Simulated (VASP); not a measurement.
Ti: single point with PBE

Crystal: Ti.

```xyz
2
Lattice="2.9500 0.0000 0.0000 -1.4750 2.5548 0.0000 0.0000 0.0000 4.6860" Properties=species:S:1:pos:R:3 pbc="T T T"
Ti    0.0000    1.7032    1.1715
Ti    1.4750    0.8516    3.5145
```

```
Program             : VASP 6.6.1
Task                : single point
Functional          : PBE
Potentials or basis : VASP PAW PBE potentials, release 64 (Ti_sv)
Cutoff              : 520 eV
k mesh              : 11 × 11 × 6
Occupations         : fermi-dirac, width 0.05 eV
Spin                : no spin polarisation
```

```
Pressure               : -1.9 GPa
Band gap on the k mesh : zero (bands 12 and 13 overlap by 1.01 eV)
```

Stress tensor (GPa, compression positive):
```
-1.76  0.00  0.00
 0.00 -1.76  0.00
 0.00  0.00 -2.07
```

Levels at points of the mesh, in eV from the Fermi level:
| k point | band 8 | band 9 | band 10 | band 11 | band 12 | band 13 | band 14 | band 15 | band 16 | band 17 |
| --- | --- | --- | --- | --- | --- | --- | --- | --- | --- | --- |
| (0.00, 0.00, 0.00) | -32.75 | -6.17 | -2.65 | 0.70 | 0.76 | 0.76 | 0.85 | 1.25 | 1.25 | 1.60 |
| (0.00, 0.00, 0.50) | -32.80 | -4.34 | -4.34 | 0.07 | 0.07 | 0.68 | 0.68 | 0.68 | 0.68 | 2.74 |

Wall time 23 s on 1 thread of Intel(R) Xeon(R) Platinum 8488C (Sapphire Rapids), with other jobs on the host, peak memory 0.17 GiB.
